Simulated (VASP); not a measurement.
# Bi2Te3 (R3m) in VASP: notebook

Bi2Te3 is run at these levels: PBE; tasks: single point.

Everything below comes from runs of VASP 6.6.1. Logs are shortened: lines on timing, memory, paths and dates and some standing lists are left out, and cuts for length are marked.

**1. The cell of the first run**

The structure is trigonal, space group R3m (No. 160). The conventional cell has a = 4.417 Å, b = 4.417 Å, c = 29.840 Å, α = 90.00°, β = 90.00°, γ = 120.00°. Within 4.0 Å of Bi (site symmetry 3m) lie 3 Te at 3.03 Å and 3 Bi at 3.43 Å. Bi (site symmetry 3m) has 3 Te at 3.27 Å and 3 Bi at 3.43 Å within 4.3 Å. Te (site symmetry 3m) has 6 Te at 3.04 to 3.45 Å within 4.0 Å. Te (site symmetry 3m) has 3 Bi at 3.03 Å and 3 Te at 3.45 Å within 4.0 Å. Within 4.0 Å of Te (site symmetry 3m) lie 3 Te at 3.04 Å and 3 Bi at 3.27 Å.

**2. Single point, PBE**

INCAR

```
SYSTEM = Bi2Te3
PREC = Accurate
ENCUT = 520
EDIFF = 1E-7
ISMEAR = 0
SIGMA = 0.1
LREAL = .FALSE.
LASPH = .TRUE.
NELM = 100
ALGO = Normal
ISIF = 2
LWAVE = .FALSE.
LCHARG = .FALSE.
GGA = PE
NBANDS = 32
```

KPOINTS

```
regular mesh
0
G
  1 1 1
  0 0 0
```

POSCAR

```
Bi2Te3
1.0
    2.2085012539      1.2750787934      9.9466700000
   -2.2085012539      1.2750787934      9.9466700000
    0.0000000000     -2.5501575869      9.9466700000
Bi Te
2 3
Direct
    0.8120000000      0.8120000000      0.8120000000
    0.4020000000      0.4020000000      0.4020000000
    0.6110000000      0.6110000000      0.6110000000
    0.2000000000      0.2000000000      0.2000000000
    0.0000000000      0.0000000000      0.0000000000
```

Potentials or basis: VASP PAW PBE potentials, release 64 (Bi_d, Te).

The run is started by

```bash
$ cat potpaw_PBE.64/Bi_d/POTCAR potpaw_PBE.64/Te/POTCAR > POTCAR
$ mpirun -np 1 vasp_gam > vasp.out
```

OUTCAR:

```text
SYSTEM = Bi2Te3
   PREC = Accurate
   ENCUT = 520
   EDIFF = 1E-7
   ISMEAR = 0
   LREAL = .FALSE.
   LASPH = .TRUE.
   NELM = 100
   ISIF = 2
   GGA = PE

 ion  position               nearest neighbor table
   1  0.812  0.812  0.812-   4 3.03   4 3.03   4 3.03   2 3.43   2 3.43   2 3.43
   2  0.402  0.402  0.402-   5 3.27   5 3.27   5 3.27   1 3.43   1 3.43   1 3.43
   3  0.611  0.611  0.611-   5 3.04   5 3.04   5 3.04   4 3.45   4 3.45   4 3.45
   4  0.200  0.200  0.200-   1 3.03   1 3.03   1 3.03   3 3.45   3 3.45   3 3.45
   5  0.000  0.000  0.000-   3 3.04   3 3.04   3 3.04   2 3.27   2 3.27   2 3.27

  LATTYP: Found a trigonal (rhomboedric) cell.
 ALAT       =    10.2683761037
 COS(alpha) =     0.9074829532

  Lattice vectors:

 A1 = (   2.2085012539,   1.2750787934,   9.9466700000)
 A2 = (  -2.2085012539,   1.2750787934,   9.9466700000)
 A3 = (   0.0000000000,  -2.5501575869,   9.9466700000)

Analysis of symmetry for initial positions (statically):
=====================================================================
 Subroutine PRICEL returns:
 Original cell was already a primitive cell.

 Routine SETGRP: Setting up the symmetry group for a
 trigonal (rhombohedral) supercell.

 Subroutine GETGRP returns: Found  6 space group operations
 (whereof  6 operations were pure point group operations)
 out of a pool of 12 trial point group operations.

The static configuration has the point symmetry C_3v.

Analysis of symmetry for dynamics (positions and initial velocities):
=====================================================================
 Subroutine PRICEL returns:
 Original cell was already a primitive cell.

 Routine SETGRP: Setting up the symmetry group for a
 trigonal (rhombohedral) supercell.

 Subroutine GETGRP returns: Found  6 space group operations
 (whereof  6 operations were pure point group operations)
 out of a pool of 12 trial point group operations.

The dynamic configuration has the point symmetry C_3v.

 Subroutine INISYM returns: Found  6 space group operations
 (whereof  6 operations are pure point group operations),
 and found     1 'primitive' translations

----------------------------------------------------------------------------------------

                                     Primitive cell

  volume of cell :     168.0597

  direct lattice vectors                    reciprocal lattice vectors
     2.208501254  1.275078793  9.946670000     0.226397879  0.130710876  0.033512053
    -2.208501254  1.275078793  9.946670000    -0.226397879  0.130710876  0.033512053
     0.000000000 -2.550157587  9.946670000     0.000000000 -0.261421753  0.033512053

  length of vectors
    10.268376104 10.268376104 10.268376104     0.263560981  0.263560981  0.263560981

  position of ions in fractional coordinates (direct lattice)
     0.812000000  0.812000000  0.812000000
     0.402000000  0.402000000  0.402000000
     0.611000000  0.611000000  0.611000000
     0.200000000  0.200000000  0.200000000
     0.000000000  0.000000000  0.000000000

  ion indices of the primitive-cell ions
   primitive index   ion index
                 1           1
                 2           2
                 3           3
                 4           4
                 5           5

----------------------------------------------------------------------------------------

 KPOINTS: regular mesh

Automatic generation of k-mesh.
 Grid dimensions read from file:
 generate k-points for:    1    1    1

 Generating k-lattice:

  Cartesian coordinates                     Fractional coordinates (reciprocal lattice)
     0.226397879  0.130710876  0.033512053     1.000000000 -0.000000000  0.000000000
    -0.226397879  0.130710876  0.033512053    -0.000000000  1.000000000  0.000000000
     0.000000000 -0.261421753  0.033512053     0.000000000  0.000000000  1.000000000

  Length of vectors
     0.263560981  0.263560981  0.263560981

  Shift w.r.t. Gamma in fractional coordinates (k-lattice)
     0.000000000  0.000000000  0.000000000

 Subroutine IBZKPT returns following result:
 ===========================================

 Found      1 irreducible k-points:

 Following reciprocal coordinates:
            Coordinates               Weight
  0.000000  0.000000  0.000000      1.000000
   k-points           NKPTS =      1   k-points in BZ     NKDIM =      1   number of bands    NBANDS=     32
   number of dos      NEDOS =    301   number of ions     NIONS =      5
   total plane-waves  NPLWV = 512000
   dimension x,y,z NGX =    80 NGY =   80 NGZ =   80
   dimension x,y,z NGXF=   160 NGYF=  160 NGZF=  160
   ions per type =               2   3
   NGX,Y,Z   is equivalent  to a cutoff of  12.95, 12.95, 12.95 a.u.
   NGXF,Y,Z  is equivalent  to a cutoff of  25.90, 25.90, 25.90 a.u.
 SYSTEM =  Bi2Te3
   PREC   = accura    normal or accurate (medium, high low for compatibility)
   ISTART =      0    job   : 0-new  1-cont  2-samecut
   ICHARG =      2    charge: 1-file 2-atom 10-const
   ISPIN  =      1    spin polarized calculation?
   LNONCOLLINEAR =      F non collinear calculations
   LSORBIT =      F    spin-orbit coupling
   LASPH  =      T    aspherical Exc in radial PAW
   ENCUT  =  520.0 eV  38.22 Ry    6.18 a.u.  19.09 19.09 19.09*2*pi/ulx,y,z
   NELM   =    100;   NELMIN=  2; NELMDL= -5     # of ELM steps
   EDIFF  = 0.1E-06   stopping-criterion for ELM
   LREAL  =      F    real-space projection
   EDIFFG = 0.1E-05   stopping-criterion for IOM
   NSW    =      0    number of steps for IOM
   IBRION =     -1    ionic relax: 0-MD 1-quasi-New 2-CG
   NFREE  =      0    steps in history (QN), initial steepest desc. (CG)
   ISIF   =      2    stress and relaxation
   ISYM   =      2    0-nonsym 1-usesym 2-fastsym
   POTIM  = 0.5000    time-step for ionic-motion
   TEBEG  =    0.0;   TEEND  =   0.0 temperature during run
   PSTRESS=    0.0 pullay stress
   NELECT =      48.0000    total number of electrons
   NUPDOWN=      -1.0000    fix difference up-down
   EMIN   =  10.00;   EMAX   =-10.00  energy-range for DOS
   EFERMI =   0.00;   METHOD = LEGACY
   ISMEAR =     0;   SIGMA  =   0.10  broadening in eV -4-tet -1-fermi 0-gaus
   EFERMI_NEDOS =   21; number of points for ismear=-14 and -15
   IALGO  =     38    algorithm
   IMIX   =      4    mixing-type and parameters
     AMIX     =   0.40;   BMIX     =  1.00
     AMIX_MAG =   1.60;   BMIX_MAG =  1.00
  volume/ion in A,a.u.               =      33.61       226.82
  Fermi-wavevector in a.u.,A,eV,Ry     =   1.078121  2.037353 15.814652  1.162344
  Thomas-Fermi vector in A             =   2.214051
   LORBIT       =      0    0 simple, 1 ext, 2 COOP (PROOUT), +10 PAW based schemes
   GGA     = PE    functional components
   LHFCALC =     F    Hartree Fock is set to
   AEXX    =    0.0000 exact exchange contribution
   IVDW    =     0    specifies the selected vdW correction
   LEPSILON=     F    determine dielectric tensor
   LRPA    =     F    only Hartree local field effects (RPA)
 non-spin polarized calculation
 Gauss-broadening in eV      SIGMA  =   0.10
  energy-cutoff  :      520.00
  volume of cell :      168.06
 maximum number of plane-waves:      2251
 NGX is ok and might be reduce to    80
   NGX = 39   NGY = 39   NGZ = 39

 number of electron      48.0000001 magnetization

 Free energy of the ion-electron system (eV)
  ---------------------------------------------------
  ext. energy  EPLUGINS =         0.00000000
  ---------------------------------------------------
  free energy    TOTEN  =         1.29978470 eV

  energy without entropy =        1.43785939  energy(sigma->0) =        1.36882204

 E-fermi :   6.5933     XC(G=0):  -9.1375

 val. band max:        6.5106517875   @ k =   0.0000   0.0000   0.0000
 cond. band min:       6.6645818819   @ k =   0.0000   0.0000   0.0000
 fundamental gap:      0.1539300944
 Fermi energy:         6.5932594926

 k-point     1 :       0.0000    0.0000    0.0000
  band No.  band energies     occupation
      1     -16.6800      2.00000
      2     -16.6800      2.00000
      3     -16.5158      2.00000
      4     -16.5158      2.00000
      5     -16.4713      2.00000
      6     -15.8909      2.00000
      7     -15.8477      2.00000
      8     -15.8477      2.00000
      9     -15.8196      2.00000
     10     -15.8196      2.00000
     11      -6.7142      2.00000
     12      -5.6964      2.00000
     13      -4.7998      2.00000
     14      -2.1390      2.00000
     15      -1.8019      2.00000
     16       4.3522      2.00000
     17       4.5259      2.00000
     18       4.5259      2.00000
     19       4.6606      2.00000
     20       4.7876      2.00000
     21       4.7876      2.00000
     22       6.4932      1.84276
     23       6.4932      1.84276
     24       6.5107      1.75729
     25       6.6646      0.31314
     26       6.7026      0.12203
     27       6.7026      0.12203
     28       8.7400      0.00000
     29       8.7400      0.00000
     30       8.9480      0.00000
     31      11.3256      0.00000
     32      11.5535      0.00000

------------------------ aborting loop because EDIFF is reached ----------------------------------------

  FORCE on cell =-STRESS in cart. coord.  units (eV):
  Direction    XX          YY          ZZ          XY          YZ          ZX
  --------------------------------------------------------------------------------------
  -------------------------------------------------------------------------------------
  Total       43.6309257     43.6309257     -0.9615270      0.0000000      0.0000000      0.0000000
  in kB      415.9502381    415.9502381     -9.1666036      0.0000000      0.0000000      0.0000000
  external PRESSURE =     274.2446242 kB  Pullay stress =       0.0000000 kB

 VOLUME and BASIS-vectors are now :
 -----------------------------------------------------------------------------
  energy-cutoff  :      520.00
  volume of cell :      168.06
      direct lattice vectors                 reciprocal lattice vectors
     2.208501254  1.275078793  9.946670000     0.226397879  0.130710876  0.033512053
    -2.208501254  1.275078793  9.946670000    -0.226397879  0.130710876  0.033512053
     0.000000000 -2.550157587  9.946670000     0.000000000 -0.261421753  0.033512053

 POSITION                                       TOTAL-FORCE (eV/Angst)
 -----------------------------------------------------------------------------------
      0.00000     -0.00000     24.23009         0.000000     -0.000000      3.097031
      0.00000     -0.00000     11.99568         0.000000      0.000000     -2.982143
      0.00000     -0.00000     18.23225         0.000000     -0.000000      1.974143
      0.00000     -0.00000      5.96800         0.000000      0.000000     -2.150740
      0.00000      0.00000      0.00000         0.000000     -0.000000      0.061709
 -----------------------------------------------------------------------------------
    total drift:                               -0.000000     -0.000000      0.000280

  FREE ENERGIE OF THE ION-ELECTRON SYSTEM (eV)
  ---------------------------------------------------
  free  energy   TOTEN  =         1.2997846958 eV

  energy  without entropy=        1.4378593860  energy(sigma->0) =        1.36882204
```

Run time: 1.8 min. Hardware: 1 thread of Intel Xeon 6975P-C, shared host; peak memory 0.87 GiB.

Results:

```
Free energy            : 1.2998 eV
Pressure               : 27.4 GPa
Largest force          : 3.097 eV/Å
Band gap on the k mesh : 0.15 eV
```

Forces on the atoms (eV/Å):
```
Bi   0.000  0.000  3.097
Bi   0.000  0.000 -2.982
Te   0.000  0.000  1.974
Te   0.000  0.000 -2.151
Te   0.000  0.000  0.062
```

Caveat: the k points lie up to 1.66 Å⁻¹ apart; spin-orbit coupling is left out, which moves the levels of the heavy elements; forces of over 1 eV/Å act on the atoms, so gaps and moduli don't describe the material at rest.

**3. Single point, PBE**

INCAR

```
PREC = Accurate
ENCUT = 520
EDIFF = 1E-7
ISMEAR = 0
SIGMA = 0.1
LREAL = False
LASPH = True
NELM = 60
ALGO = Normal
ISIF = 2
LWAVE = False
LCHARG = False
GGA = PE
NBANDS = 32
```

KPOINTS

```
regular mesh
0
Gamma
  3 3 3
```

POSCAR is that of step 2.

Potentials or basis: VASP PAW PBE potentials, release 64 (Bi_d, Te).

The run is started by

```bash
$ cat potpaw_PBE.64/Bi_d/POTCAR potpaw_PBE.64/Te/POTCAR > POTCAR
$ mpirun -np 1 vasp_std > vasp.out
```

OUTCAR:

```text
PREC = Accurate
   ENCUT = 520
   EDIFF = 1E-7
   ISMEAR = 0
   LREAL = False
   LASPH = True
   NELM = 60
   ISIF = 2
   GGA = PE

 ion  position               nearest neighbor table
   1  0.812  0.812  0.812-   4 3.03   4 3.03   4 3.03   2 3.43   2 3.43   2 3.43
   2  0.402  0.402  0.402-   5 3.27   5 3.27   5 3.27   1 3.43   1 3.43   1 3.43
   3  0.611  0.611  0.611-   5 3.04   5 3.04   5 3.04   4 3.45   4 3.45   4 3.45
   4  0.200  0.200  0.200-   1 3.03   1 3.03   1 3.03   3 3.45   3 3.45   3 3.45
   5  0.000  0.000  0.000-   3 3.04   3 3.04   3 3.04   2 3.27   2 3.27   2 3.27

  LATTYP: Found a trigonal (rhomboedric) cell.
 ALAT       =    10.2683761037
 COS(alpha) =     0.9074829532

  Lattice vectors:

 A1 = (   2.2085012539,   1.2750787934,   9.9466700000)
 A2 = (  -2.2085012539,   1.2750787934,   9.9466700000)
 A3 = (   0.0000000000,  -2.5501575869,   9.9466700000)

Analysis of symmetry for initial positions (statically):
=====================================================================
 Subroutine PRICEL returns:
 Original cell was already a primitive cell.

 Routine SETGRP: Setting up the symmetry group for a
 trigonal (rhombohedral) supercell.

 Subroutine GETGRP returns: Found  6 space group operations
 (whereof  6 operations were pure point group operations)
 out of a pool of 12 trial point group operations.

The static configuration has the point symmetry C_3v.

Analysis of symmetry for dynamics (positions and initial velocities):
=====================================================================
 Subroutine PRICEL returns:
 Original cell was already a primitive cell.

 Routine SETGRP: Setting up the symmetry group for a
 trigonal (rhombohedral) supercell.

 Subroutine GETGRP returns: Found  6 space group operations
 (whereof  6 operations were pure point group operations)
 out of a pool of 12 trial point group operations.

The dynamic configuration has the point symmetry C_3v.

 Subroutine INISYM returns: Found  6 space group operations
[... 105 lines left out ...]
  volume/ion in A,a.u.               =      33.61       226.82
  Fermi-wavevector in a.u.,A,eV,Ry     =   1.078121  2.037353 15.814652  1.162344
  Thomas-Fermi vector in A             =   2.214051
   LORBIT       =      0    0 simple, 1 ext, 2 COOP (PROOUT), +10 PAW based schemes
   GGA     = PE    functional components
   LHFCALC =     F    Hartree Fock is set to
   AEXX    =    0.0000 exact exchange contribution
   IVDW    =     0    specifies the selected vdW correction
   LEPSILON=     F    determine dielectric tensor
   LRPA    =     F    only Hartree local field effects (RPA)
 non-spin polarized calculation
 Gauss-broadening in eV      SIGMA  =   0.10
  energy-cutoff  :      520.00
  volume of cell :      168.06
 maximum number of plane-waves:      4533
 NGX is ok and might be reduce to    80
   NGX = 39   NGY = 39   NGZ = 39

 number of electron      48.0000001 magnetization

 Free energy of the ion-electron system (eV)
  ---------------------------------------------------
  ext. energy  EPLUGINS =         0.00000000
  ---------------------------------------------------
  free energy    TOTEN  =       -16.95558012 eV

  energy without entropy =      -16.94794835  energy(sigma->0) =      -16.95176423

 E-fermi :   6.3661     XC(G=0):  -9.4029

 val. band max:        6.3449359037   @ k =   0.0000   0.0000   0.0000
 cond. band min:       6.7296826754   @ k =   0.0000   0.0000   0.0000
 fundamental gap:      0.3847467717
 Fermi energy:         6.3661186207

 k-point     1 :       0.0000    0.0000    0.0000
  band No.  band energies     occupation
      1     -16.7305      2.00000
      2     -16.7305      2.00000
      3     -16.6955      2.00000
      4     -16.6955      2.00000
      5     -16.6854      2.00000
      6     -16.0868      2.00000
[... 199 lines left out ...]
     31      10.4787      0.00000
     32      10.7380      0.00000

------------------------ aborting loop because EDIFF is reached ----------------------------------------

  FORCE on cell =-STRESS in cart. coord.  units (eV):
  Direction    XX          YY          ZZ          XY          YZ          ZX
  --------------------------------------------------------------------------------------
  -------------------------------------------------------------------------------------
  Total        1.9149875      1.9149875      0.9875649      0.0000000     -0.0000000      0.0000000
  in kB       18.2563052     18.2563052      9.4148327      0.0000000     -0.0000000      0.0000000
  external PRESSURE =      15.3091477 kB  Pullay stress =       0.0000000 kB

 VOLUME and BASIS-vectors are now :
 -----------------------------------------------------------------------------
  energy-cutoff  :      520.00
  volume of cell :      168.06
      direct lattice vectors                 reciprocal lattice vectors
     2.208501254  1.275078793  9.946670000     0.226397879  0.130710876  0.033512053
    -2.208501254  1.275078793  9.946670000    -0.226397879  0.130710876  0.033512053
     0.000000000 -2.550157587  9.946670000     0.000000000 -0.261421753  0.033512053

 POSITION                                       TOTAL-FORCE (eV/Angst)
 -----------------------------------------------------------------------------------
      0.00000     -0.00000     24.23009         0.000000      0.000000     -0.702375
      0.00000     -0.00000     11.99568         0.000000      0.000000     -0.616006
      0.00000     -0.00000     18.23225         0.000000      0.000000     -0.805690
      0.00000     -0.00000      5.96800         0.000000     -0.000000      0.774675
      0.00000      0.00000      0.00000         0.000000     -0.000000      1.349396
 -----------------------------------------------------------------------------------
    total drift:                               -0.000000     -0.000000      0.000328

  FREE ENERGIE OF THE ION-ELECTRON SYSTEM (eV)
  ---------------------------------------------------
  free  energy   TOTEN  =       -16.9555801164 eV

  energy  without entropy=      -16.9479483518  energy(sigma->0) =      -16.95176423
```

stdout:

```text
POSCAR found type information on POSCAR BiTe
 POSCAR found :  2 types and       5 ions
 scaLAPACK will be used
 LDA part: xc-table for (Slater+PW92), standard interpolation
 POSCAR, INCAR and KPOINTS ok, starting setup
 FFT: planning ... GRIDC
 FFT: planning ... GRID_SOFT
 FFT: planning ... GRID
 WAVECAR not read
 entering main loop
```

Run time: 3.8 min. Hardware: 1 thread of Intel Xeon 6975P-C, shared host; peak memory 0.88 GiB.

What came out:

```yaml
Free_energy: -16.9556 eV
Pressure: 1.5 GPa
Largest_force: 1.349 eV/Å
```

Forces in eV/Å, atoms in the order of the input:
```
Bi   0.000  0.000 -0.702
Bi   0.000  0.000 -0.616
Te   0.000  0.000 -0.806
Te   0.000  0.000  0.775
Te   0.000  0.000  1.349
```

Levels at points of the mesh, in eV from the Fermi level:
```tsv
k point	band 20	band 21	band 22	band 23	band 24	band 25	band 26	band 27	band 28	band 29
(0.00, 0.00, 0.00)	-2.04	-2.04	-0.36	-0.35	-0.35	-0.02	0.36	0.36	2.23	2.23
```

Caveat: the k points lie up to 0.55 Å⁻¹ apart; spin-orbit coupling is left out, which moves the levels of the heavy elements; forces of over 1 eV/Å act on the atoms, so gaps and moduli don't describe the material at rest.

[end of part 1 of 2]
